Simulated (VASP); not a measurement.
Runs of VASP 6.6.1 on Ta3B2N. The structure is that of space group P4/mmm (No. 123), or close to it. The cells are those of the table. 

```tsv
potentials or basis	cell	k mesh	cutoff (eV)	second run	gap on the mesh (eV)	pressure (GPa)	largest force (eV/Å)
VASP PAW PBE potentials, release 64 (Ta_sv_GW, B, N)	a = 3.043, b = 3.043, c = 8.651 Å, 6 atoms	4 × 4 × 4	600	valence_matched	none	-0.1	0.03
VASP PAW PBE potentials, release 64 (Ta_sv_GW, B, N)	a = 3.800, b = 3.800, c = 6.413 Å, 6 atoms	4 × 4 × 4	600	valence_matched	none	(c)	23.16
VASP PAW PBE potentials, release 64 (Ta_pv, B, N)	a = 3.800, b = 3.800, c = 6.413 Å, 6 atoms	4 × 4 × 4	520	-	none	(a)	25.88
VASP PAW PBE potentials, release 64 (Ta_sv_GW, B, N)	a = 3.020, b = 3.020, c = 8.714 Å, 6 atoms	6 × 6 × 2	600	valence_matched	none	0.0	0.05
VASP PAW PBE potentials, release 64 (Ta_pv, B, N)	a = 3.043, b = 3.043, c = 8.651 Å, 6 atoms	4 × 4 × 4	520	-	none	0.3	0.05
VASP PAW PBE potentials, release 64 (Ta_pv, B, N)	a = 3.020, b = 3.020, c = 8.714 Å, 6 atoms	6 × 6 × 2	520	-	none	(b)	0.07
```

Alike in all rows: task single point; level PBE; no spin polarisation; smearing gaussian 0.1 eV.

**Question.** Fill in the values left out.

**Answer.** (a) 61.1; (b) 0.5; (c) 55.3.

Caveats: all runs use coarse meshes; spin-orbit coupling is left out, which moves the levels of the heavy elements; forces of over 1 eV/Å act on the atoms, so gaps and moduli don't describe the material at rest (some runs).

A k mesh can miss the band edges, and the runs leave out spin-orbit coupling on Ta.

A gap of «none» marks levels without a gap at the run's occupations.

The runs don't all hold the same shells in valence.
